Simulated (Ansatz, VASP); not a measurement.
Two plane-wave programs on Ta2N

```
Ta N
1.0
     7.94486    4.58697    0.00000
    -7.94486    4.58697    0.00000
     0.00000    0.00000    9.87837
Ta N
36 18
Cartesian
  -3.5319 3.0566 3.7223
  -3.5319 3.0566 8.6614
  1.7647 3.0566 3.7223
  1.7647 3.0566 8.6614
  -0.8836 7.6435 3.7223
  -0.8836 7.6435 8.6614
  -0.8836 1.5304 3.7223
  -0.8836 1.5304 8.6614
  -3.5319 6.1174 3.7223
  -3.5319 6.1174 8.6614
  1.7647 6.1174 3.7223
  1.7647 6.1174 8.6614
  -6.1777 4.5870 3.7223
  -6.1777 4.5870 8.6614
  -0.8811 4.5870 3.7223
  -0.8811 4.5870 8.6614
  4.4154 4.5870 3.7223
  4.4154 4.5870 8.6614
  0.8836 1.5304 1.2169
  0.8836 1.5304 6.1561
  -1.7647 6.1174 1.2169
  -1.7647 6.1174 6.1561
  3.5319 6.1174 1.2169
  3.5319 6.1174 6.1561
  -1.7647 3.0566 1.2169
  -1.7647 3.0566 6.1561
  3.5319 3.0566 1.2169
  3.5319 3.0566 6.1561
  0.8836 7.6435 1.2169
  0.8836 7.6435 6.1561
  -4.4154 4.5870 1.2169
  -4.4154 4.5870 6.1561
  0.8811 4.5870 1.2169
  0.8811 4.5870 6.1561
  6.1777 4.5870 1.2169
  6.1777 4.5870 6.1561
  -2.6483 1.5290 2.4696
  -2.6483 1.5290 7.4088
  2.6483 1.5290 2.4696
  2.6483 1.5290 7.4088
  0.0000 6.1160 2.4696
  0.0000 6.1160 7.4088
  -5.2966 3.0580 2.4696
  -5.2966 3.0580 7.4088
  0.0000 3.0580 2.4696
  0.0000 3.0580 7.4088
  5.2966 3.0580 2.4696
  5.2966 3.0580 7.4088
  0.0000 0.0000 0.0000
  0.0000 0.0000 4.9392
  -2.6483 4.5870 0.0000
  -2.6483 4.5870 4.9392
  2.6483 4.5870 0.0000
  2.6483 4.5870 4.9392
```

Alike in both runs: task single point; functional PBE; k mesh 3 × 3 × 1; occupations gaussian, width 0.05 eV; no spin polarisation.

```csv
,VASP,Ansatz
version,VASP 6.6.1,Ansatz 0.2.0
potentials or method,"VASP PAW PBE potentials, release 64 (Ta_pv, N), cutoff 520 eV","scalar-relativistic, plane waves, PAW"
valence electrons in the cell,486,558
```

```csv
,VASP,Ansatz,Ansatz less VASP
gap on the k mesh at the Fermi level (eV),none,none,-
rms of the force components (eV/Å),0.182,0.183,+0.0013
```

Atom by atom the forces differ by 0.007 eV/Å (rms over components). A gap of «none» marks a metal or a gap that the smearing closes. The functional is the same, so the differences come from potentials, cutoffs and numerics. VASP's potentials hold 486 valence electrons a cell and Ansatz's 558, so a difference there can come from the potentials and not from the codes. Ansatz's warnings: structure snapped to symmetry.

The k mesh is coarse, so the values compare programs but aren't converged. Neither program's run includes spin-orbit coupling.
